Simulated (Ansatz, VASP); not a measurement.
# Ni: VASP beside Ansatz

```
Ni
1.0
     0.00000    1.67612    1.67612
     1.67612    0.00000    1.67612
     1.67612    1.67612    0.00000
Ni
1
Cartesian
  0.0000 0.0000 0.0000
```

Alike in both runs: task single point; functional PBE; dispersion D4; k mesh 13 × 13 × 13; occupations tetrahedron; collinear spin; Hubbard terms Ni d U = 3.5 eV.

|  | VASP | Ansatz |
| --- | --- | --- |
| version | VASP 6.6.1 | Ansatz 0.2.0 |
| potentials or method | VASP PAW PBE potentials, release 64 (Ni_sv_GW) | Ansatz PAW |
| plane-wave cutoff (eV) | 590 | 420 |
| valence electrons in the cell | 18 | 18 |

VASP gave:

| Item | Value |
| --- | --- |
| gap on the k mesh at the Fermi level (eV) | none |
| pressure (GPa) | 27.0 |
| net moment per atom (μB) | 0.72 |
| size of the moment on the site where the two differ most (μB) | 0.78 |

Task: Estimate Ansatz's values.

Result: gap on the k mesh at the Fermi level (eV): none; pressure (GPa): 32.5; net moment per atom (μB): 0.61; size of the moment on the site where the two differ most (μB): 0.66.

The net moments are unlike, so the other rows may belong to different states. Site moments also hang on the region over which each program counts them. The programs project onto different local orbitals, so the same U acts differently, and such runs can settle in different states. A gap of «none» marks a metal or a gap that the smearing closes.

Noted on Ansatz's run: the magnetic or orbital state may not be the lowest.
